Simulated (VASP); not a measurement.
# Au (Fm-3m) in VASP: a series of runs

Au is run at these levels: r2SCAN50; tasks: single point.

All numbers are computed with VASP 6.6.1; they aren't measurements. Logs are shortened: lines on timing, memory, paths and dates and some standing lists are left out, and cuts for length are marked.

### 1 The cell of the first run

It takes space group Fm-3m (No. 225, cubic). The conventional cell has a = 4.124 Å, b = 4.124 Å, c = 4.124 Å, α = 90.00°, β = 90.00°, γ = 90.00°. Au (site symmetry m-3m) has 12 Au at 2.92 Å within 3.8 Å.

### 2 Single point, r2SCAN50

Contents of POSCAR:

```
Au
1.0
    0.0000000000      2.0617793868      2.0617793868
    2.0617793868      0.0000000000      2.0617793868
    2.0617793868      2.0617793868      0.0000000000
Au
1
Direct
    0.0000000000      0.0000000000      0.0000000000
```

Contents of INCAR.step1:

```
ALGO = Normal
EDIFF = 1E-5
ENCUT = 440
GGA = PE
GGA_COMPAT = F
ISIF = 2
ISMEAR = -1
LASPH = T
LCHARG = F
LREAL = F
LWAVE = T
NBANDS = 16
NELM = 120
PREC = Accurate
SIGMA = 0.05
```

Contents of INCAR.step2:

```
AEXX = 0.5
ALGO = Normal
EDIFF = 1E-6
ENCUT = 440
GGA_COMPAT = F
ISIF = 2
ISMEAR = -1
ISTART = 1
LASPH = T
LCHARG = F
LHFCALC = T
LMIXTAU = T
LREAL = F
LWAVE = F
METAGGA = R2SCAN
NBANDS = 16
NELM = 120
PREC = Accurate
PRECFOCK = Normal
SIGMA = 0.05
```

Contents of KPOINTS:

```
k-points
0
Gamma
  6 6 6
```

Potentials or basis: VASP PAW PBE potentials, release 64 (Au_sv_GW).

Run with:

```sh
$ cat potpaw_PBE.64/Au_sv_GW/POTCAR > POTCAR
$ cp INCAR.step1 INCAR
$ mpirun -np 1 vasp_std > vasp.out
$ cp INCAR.step2 INCAR
$ mpirun -np 1 vasp_std > vasp.out
```

OUTCAR:

```text
AEXX = 0.5
   EDIFF = 1E-6
   ENCUT = 440
   ISIF = 2
   ISMEAR = -1
   ISTART = 1
   LASPH = T
   LHFCALC = T
   LREAL = F
   METAGGA = R2SCAN
   NELM = 120
   PREC = Accurate
   PRECFOCK = Normal

 ion  position               nearest neighbor table
   1  0.000  0.000  0.000-

  LATTYP: Found a face centered cubic cell.
 ALAT       =     4.1235587736

  Lattice vectors:

 A1 = (   0.0000000000,   2.0617793868,   2.0617793868)
 A2 = (   2.0617793868,   0.0000000000,   2.0617793868)
 A3 = (   2.0617793868,   2.0617793868,   0.0000000000)

Analysis of symmetry for initial positions (statically):
=====================================================================
 Subroutine PRICEL returns:
 Original cell was already a primitive cell.

 Routine SETGRP: Setting up the symmetry group for a
 face centered cubic supercell.

 Subroutine GETGRP returns: Found 48 space group operations
 (whereof 48 operations were pure point group operations)
 out of a pool of 48 trial point group operations.

The static configuration has the point symmetry O_h .

Analysis of symmetry for dynamics (positions and initial velocities):
=====================================================================
 Subroutine PRICEL returns:
 Original cell was already a primitive cell.

 Routine SETGRP: Setting up the symmetry group for a
 face centered cubic supercell.

 Subroutine GETGRP returns: Found 48 space group operations
 (whereof 48 operations were pure point group operations)
 out of a pool of 48 trial point group operations.

The dynamic configuration has the point symmetry O_h .

 Subroutine INISYM returns: Found 48 space group operations
 (whereof 48 operations are pure point group operations),
 and found     1 'primitive' translations

----------------------------------------------------------------------------------------

                                     Primitive cell

  volume of cell :      17.5290

  direct lattice vectors                    reciprocal lattice vectors
     0.000000000  2.061779387  2.061779387    -0.242508972  0.242508972  0.242508972
     2.061779387  0.000000000  2.061779387     0.242508972 -0.242508972  0.242508972
     2.061779387  2.061779387  0.000000000     0.242508972  0.242508972 -0.242508972

  length of vectors
     2.915796371  2.915796371  2.915796371     0.420037861  0.420037861  0.420037861

  position of ions in fractional coordinates (direct lattice)
     0.000000000  0.000000000  0.000000000

  ion indices of the primitive-cell ions
   primitive index   ion index
                 1           1

----------------------------------------------------------------------------------------

 KPOINTS: k-points

Automatic generation of k-mesh.
 Grid dimensions read from file:
 generate k-points for:    6    6    6

 Generating k-lattice:

  Cartesian coordinates                     Fractional coordinates (reciprocal lattice)
    -0.040418162  0.040418162  0.040418162     0.166666667  0.000000000  0.000000000
     0.040418162 -0.040418162  0.040418162     0.000000000  0.166666667  0.000000000
     0.040418162  0.040418162 -0.040418162     0.000000000  0.000000000  0.166666667

  Length of vectors
     0.070006310  0.070006310  0.070006310

  Shift w.r.t. Gamma in fractional coordinates (k-lattice)
     0.000000000  0.000000000  0.000000000

 Subroutine IBZKPT returns following result:
 ===========================================

 Found     16 irreducible k-points:

 Following reciprocal coordinates:
            Coordinates               Weight
  0.000000  0.000000  0.000000      1.000000
  0.166667  0.000000  0.000000      8.000000
  0.333333  0.000000  0.000000      8.000000
  0.500000  0.000000  0.000000      4.000000
  0.166667  0.166667  0.000000      6.000000
  0.333333  0.166667  0.000000     24.000000
[... 8 lines left out ...]
 -0.333333  0.333333  0.166667     24.000000
 -0.333333  0.500000  0.166667     12.000000
   k-points           NKPTS =     16   k-points in BZ     NKDIM =    216   number of bands    NBANDS=     16
   number of dos      NEDOS =    301   number of ions     NIONS =      1
   total plane-waves  NPLWV =   8000
   dimension x,y,z NGX =    20 NGY =   20 NGZ =   20
   dimension x,y,z NGXF=    40 NGYF=   40 NGZF=   40
   ions per type =               1
   NGX,Y,Z   is equivalent  to a cutoff of  11.40, 11.40, 11.40 a.u.
   NGXF,Y,Z  is equivalent  to a cutoff of  22.81, 22.81, 22.81 a.u.
 SYSTEM =  unknown system
   PREC   = accura    normal or accurate (medium, high low for compatibility)
   ISTART =      1    job   : 0-new  1-cont  2-samecut
   ICHARG =      0    charge: 1-file 2-atom 10-const
   ISPIN  =      1    spin polarized calculation?
   LNONCOLLINEAR =      F non collinear calculations
   LSORBIT =      F    spin-orbit coupling
   LASPH  =      T    aspherical Exc in radial PAW
   ENCUT  =  440.0 eV  32.34 Ry    5.69 a.u.   4.99  4.99  4.99*2*pi/ulx,y,z
   NELM   =    120;   NELMIN=  2; NELMDL=  0     # of ELM steps
   EDIFF  = 0.1E-05   stopping-criterion for ELM
   LREAL  =      F    real-space projection
   EDIFFG = 0.1E-04   stopping-criterion for IOM
   NSW    =      0    number of steps for IOM
   IBRION =     -1    ionic relax: 0-MD 1-quasi-New 2-CG
   NFREE  =      0    steps in history (QN), initial steepest desc. (CG)
   ISIF   =      2    stress and relaxation
   ISYM   =      3    0-nonsym 1-usesym 2-fastsym
   POTIM  = 0.5000    time-step for ionic-motion
   TEBEG  =    0.0;   TEEND  =   0.0 temperature during run
   PSTRESS=    0.0 pullay stress
   NELECT =      19.0000    total number of electrons
   NUPDOWN=      -1.0000    fix difference up-down
   EMIN   =  10.00;   EMAX   =-10.00  energy-range for DOS
   EFERMI =   0.00;   METHOD = LEGACY
   ISMEAR =    -1;   SIGMA  =   0.05  broadening in eV -4-tet -1-fermi 0-gaus
   EFERMI_NEDOS =   21; number of points for ismear=-14 and -15
   IALGO  =     38    algorithm
   IMIX   =      1    mixing-type and parameters
     AMIX     =   0.40;   BMIX     =  1.00
     AMIX_MAG =   1.60;   BMIX_MAG =  1.00
  volume/ion in A,a.u.               =      17.53       118.29
  Fermi-wavevector in a.u.,A,eV,Ry     =   1.681669  3.177894 38.477418  2.828010
  Thomas-Fermi vector in A             =   2.765185
   LORBIT       =      0    0 simple, 1 ext, 2 COOP (PROOUT), +10 PAW based schemes
   METAGGA = R2SCAN    functional components
   LHFCALC =     T    Hartree Fock is set to
   PRECFOCK=normal    Normal, Fast or Accurate (Low or Medium for compatibility)
   ENCUT4O =  -1.0   cutoff for four orbital integrals eV
   NKREDX  =     1    reduce k-point grid by
   NKREDY  =     1    reduce k-point grid by
   NKREDZ  =     1    reduce k-point grid by
   AEXX    =    0.5000 exact exchange contribution
   HFSCREEN=    0.0000 screening length (either q_TF or 0.3 A-1)
   HFSCREENC=   0.0000 screening length for correlation (either q_TF or 0.3 A-1)
   ENCUTFOCK=  -1.0 apply spherical cutoff to Coloumb kernel
   IVDW    =     0    specifies the selected vdW correction
   LEPSILON=     F    determine dielectric tensor
   LRPA    =     F    only Hartree local field effects (RPA)
 non-spin polarized calculation
  energy-cutoff  :      440.00
  volume of cell :       17.53
 maximum number of plane-waves:       375
  NGX = 16; NGY = 16; NGZ = 16

 number of electron      18.9999996 magnetization

 Free energy of the ion-electron system (eV)
  ---------------------------------------------------
  ext. energy  EPLUGINS =         0.00000000
  ---------------------------------------------------
  free energy    TOTEN  =       -22.99830639 eV

  energy without entropy =      -22.99095568  energy(sigma->0) =      -22.99463103

 E-fermi :   7.2823     XC(G=0):  -7.6855

 val. band max:        7.2567241372   @ k =   0.5000   0.3333   0.1667
 cond. band min:       9.1628192366   @ k =   0.5000   0.1667   0.0000
 fundamental gap:      1.9060950994
 Fermi energy:         7.2822654275

 k-point     1 :       0.0000    0.0000    0.0000
  band No.  band energies     occupation
      1    -108.9440      2.00000
      2     -57.2953      2.00000
      3     -57.2953      2.00000
      4     -57.2953      2.00000
      5      -4.4905      2.00000
      6       0.0427      2.00000
[... 8 lines left out ...]
     15      34.4142      0.00000
     16      39.7285      0.00000

 k-point     2 :       0.1667    0.0000    0.0000
  band No.  band energies     occupation
      1    -108.9421      2.00000
      2     -57.3671      2.00000
      3     -57.3093      2.00000
      4     -57.3093      2.00000
      5      -3.3855      2.00000
      6      -0.1057      2.00000
[... 8 lines left out ...]
     15      33.6720      0.00000
     16      35.9997      0.00000

 k-point     3 :       0.3333    0.0000    0.0000
  band No.  band energies     occupation
      1    -108.9352      2.00000
      2     -57.5065      2.00000
      3     -57.3341      2.00000
      4     -57.3341      2.00000
      5      -2.3080      2.00000
      6       0.1923      2.00000
[... 8 lines left out ...]
     15      34.4290      0.00000
     16      34.6567      0.00000

 k-point     4 :       0.5000    0.0000    0.0000
  band No.  band energies     occupation
      1    -108.9323      2.00000
      2     -57.5806      2.00000
      3     -57.3473      2.00000
      4     -57.3473      2.00000
      5      -2.4404      2.00000
      6      -0.0166      2.00000
[... 8 lines left out ...]
     15      36.2895      0.00000
     16      36.2895      0.00000

 k-point     5 :       0.1667    0.1667    0.0000
  band No.  band energies     occupation
      1    -108.9405      2.00000
      2     -57.3647      2.00000
      3     -57.3251      2.00000
      4     -57.3251      2.00000
      5      -2.9887      2.00000
      6      -0.5843      2.00000
[... 8 lines left out ...]
     15      33.4687      0.00000
     16      36.0348      0.00000

 k-point     6 :       0.3333    0.1667    0.0000
  band No.  band energies     occupation
      1    -108.9355      2.00000
      2     -57.4682      2.00000
      3     -57.3543      2.00000
      4     -57.3531      2.00000
      5      -1.7112      2.00000
      6      -0.5583      2.00000
[... 8 lines left out ...]
     15      32.7788      0.00000
     16      35.9616      0.00000

 k-point     7 :       0.5000    0.1667    0.0000
  band No.  band energies     occupation
      1    -108.9311      2.00000
      2     -57.5545      2.00000
      3     -57.3890      2.00000
      4     -57.3643      2.00000
      5      -1.8044      2.00000
      6      -0.3506      2.00000
[... 8 lines left out ...]
     15      36.4012      0.00000
     16      37.1499      0.00000

 k-point     8 :      -0.3333    0.1667    0.0000
  band No.  band energies     occupation
      1    -108.9321      2.00000
      2     -57.5301      2.00000
      3     -57.3958      2.00000
      4     -57.3476      2.00000
      5      -1.5865      2.00000
      6      -0.2325      2.00000
[... 8 lines left out ...]
     15      33.8067      0.00000
     16      36.6595      0.00000

 k-point     9 :      -0.1667    0.1667    0.0000
  band No.  band energies     occupation
      1    -108.9379      2.00000
      2     -57.4353      2.00000
      3     -57.3579      2.00000
      4     -57.3203      2.00000
      5      -1.8978      2.00000
      6      -0.5004      2.00000
[... 8 lines left out ...]
     15      33.5829      0.00000
     16      35.4570      0.00000

 k-point    10 :       0.3333    0.3333    0.0000
  band No.  band energies     occupation
      1    -108.9313      2.00000
      2     -57.4993      2.00000
      3     -57.3842      2.00000
      4     -57.3842      2.00000
      5      -1.8793      2.00000
      6      -1.6858      2.00000
[... 8 lines left out ...]
     15      29.6049      0.00000
     16      39.3575      0.00000

 k-point    11 :       0.5000    0.3333    0.0000
  band No.  band energies     occupation
      1    -108.9288      2.00000
      2     -57.5419      2.00000
      3     -57.4307      2.00000
      4     -57.3986      2.00000
      5      -1.9552      2.00000
      6      -1.5172      2.00000
[... 8 lines left out ...]
     15      32.5664      0.00000
     16      37.9413      0.00000

 k-point    12 :      -0.3333    0.3333    0.0000
  band No.  band energies     occupation
      1    -108.9293      2.00000
      2     -57.4984      2.00000
      3     -57.4966      2.00000
      4     -57.3799      2.00000
      5      -1.4467      2.00000
      6      -0.4277      2.00000
[... 8 lines left out ...]
     15      36.4189      0.00000
     16      36.9785      0.00000

 k-point    13 :       0.5000    0.5000    0.0000
  band No.  band energies     occupation
      1    -108.9271      2.00000
      2     -57.5713      2.00000
      3     -57.4148      2.00000
      4     -57.4148      2.00000
      5      -2.4218      2.00000
      6      -2.1763      2.00000
[... 8 lines left out ...]
     15      30.9404      0.00000
     16      38.7162      0.00000

 k-point    14 :       0.5000    0.3333    0.1667
  band No.  band energies     occupation
      1    -108.9310      2.00000
      2     -57.5113      2.00000
      3     -57.4219      2.00000
      4     -57.3726      2.00000
      5      -1.0068      2.00000
      6      -0.9471      2.00000
[... 8 lines left out ...]
     15      31.6056      0.00000
     16      36.8823      0.00000

 k-point    15 :      -0.3333    0.3333    0.1667
  band No.  band energies     occupation
      1    -108.9290      2.00000
      2     -57.5258      2.00000
      3     -57.4570      2.00000
      4     -57.3910      2.00000
      5      -0.9466      2.00000
      6      -0.8552      2.00000
[... 8 lines left out ...]
     15      34.4398      0.00000
     16      39.3053      0.00000

 k-point    16 :      -0.3333    0.5000    0.1667
  band No.  band energies     occupation
      1    -108.9281      2.00000
      2     -57.5336      2.00000
      3     -57.4548      2.00000
      4     -57.4182      2.00000
      5      -1.6260      2.00000
      6      -1.3255      2.00000
[... 8 lines left out ...]
     15      32.8187      0.00000
     16      36.0747      0.00000

------------------------ aborting loop because EDIFF is reached ----------------------------------------

  FORCE on cell =-STRESS in cart. coord.  units (eV):
  Direction    XX          YY          ZZ          XY          YZ          ZX
  --------------------------------------------------------------------------------------
  -------------------------------------------------------------------------------------
  Total       -0.5664745     -0.5664745     -0.5664745      0.0000000      0.0000000     -0.0000000
  in kB      -51.7767011    -51.7767011    -51.7767011      0.0000000      0.0000000     -0.0000000
  external PRESSURE =     -51.7767011 kB  Pullay stress =       0.0000000 kB

 VOLUME and BASIS-vectors are now :
 -----------------------------------------------------------------------------
  energy-cutoff  :      440.00
  volume of cell :       17.53
      direct lattice vectors                 reciprocal lattice vectors
     0.000000000  2.061779387  2.061779387    -0.242508972  0.242508972  0.242508972
     2.061779387  0.000000000  2.061779387     0.242508972 -0.242508972  0.242508972
     2.061779387  2.061779387  0.000000000     0.242508972  0.242508972 -0.242508972

 POSITION                                       TOTAL-FORCE (eV/Angst)
 -----------------------------------------------------------------------------------
      0.00000      0.00000      0.00000         0.000000      0.000000      0.000000
 -----------------------------------------------------------------------------------
    total drift:                                0.000000      0.000000      0.000001

  FREE ENERGIE OF THE ION-ELECTRON SYSTEM (eV)
  ---------------------------------------------------
  free  energy   TOTEN  =       -22.9983063867 eV

  energy  without entropy=      -22.9909556758  energy(sigma->0) =      -22.99463103
```

Run time: 7.4 min. Hardware: 1 thread of Intel Xeon 6975P-C (Granite Rapids), shared host; peak memory 0.14 GiB.

Results:

```yaml
Free_energy: -22.9983 eV
Pressure: -5.2 GPa
Band_gap_on_the_k_mesh: zero (an odd number of electrons rules out a gap without spin polarisation)
```

Levels at points of the mesh, in eV from the Fermi level:
```csv
k point,band 8,band 9,band 10,band 11,band 12,band 13
"(0.00, 0.00, 0.00)",-7.24,-5.66,-5.66,17.94,22.19,22.19
"(0.50, 0.00, 0.00)",-4.16,-4.16,-0.80,5.39,17.32,20.97
"(0.50, 0.50, 0.00)",-3.71,-3.71,3.04,8.85,13.33,13.33
```

Caveat: the k points lie up to 0.44 Å⁻¹ apart, too coarse for converged energies and pressures of a metal; the PAW data sets were made with another functional, which shifts forces and pressure a little; spin-orbit coupling is left out, which moves the levels of the heavy elements.

(Continued in part 2 of 2.)

The gap in the log of VASP goes by the Fermi energy; the results here count the filled bands.